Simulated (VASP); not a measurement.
The system is Ru.

```
CELL_PARAMETERS angstrom
2.67753 0.00000 0.00000
-1.33877 2.31881 0.00000
0.00000 0.00000 4.21813
ATOMIC_POSITIONS crystal
Ru 0.33333 0.66667 0.25000
Ru 0.66667 0.33333 0.75000
```

Base run:

```yaml
Program: VASP 6.6.1
Functional: LDA
Potentials_or_basis: VASP PAW LDA potentials, release 64 (Ru_pv)
Cutoff: 520 eV
k_mesh: 13 × 13 × 8
Occupations: gaussian, width 0.6 eV
Spin: no spin polarisation
```

Its results: band gap on the k mesh zero (bands 14 and 15 overlap by 3.29 eV); pressure 2.1 GPa.

Task: After a change of settings the same cell gave: band gap on the k mesh zero (bands 14 and 15 overlap by 3.28 eV); pressure 0.9 GPa. Which change was it?
A. occupations from gaussian, width 0.6 eV to fermi-dirac, width 1 eV
B. occupations from gaussian, width 0.6 eV to gaussian, width 0.2 eV
C. occupations from gaussian, width 0.6 eV to gaussian, width 1 eV; further incar settings from ALGO = Normal; EDIFF = 1e-07; NBANDS = 21 to ALGO = Normal; EDIFF = 1e-06; NBANDS = 21

Result: B.

Caveats: so wide a smearing shifts energies and pressures (at least some runs).
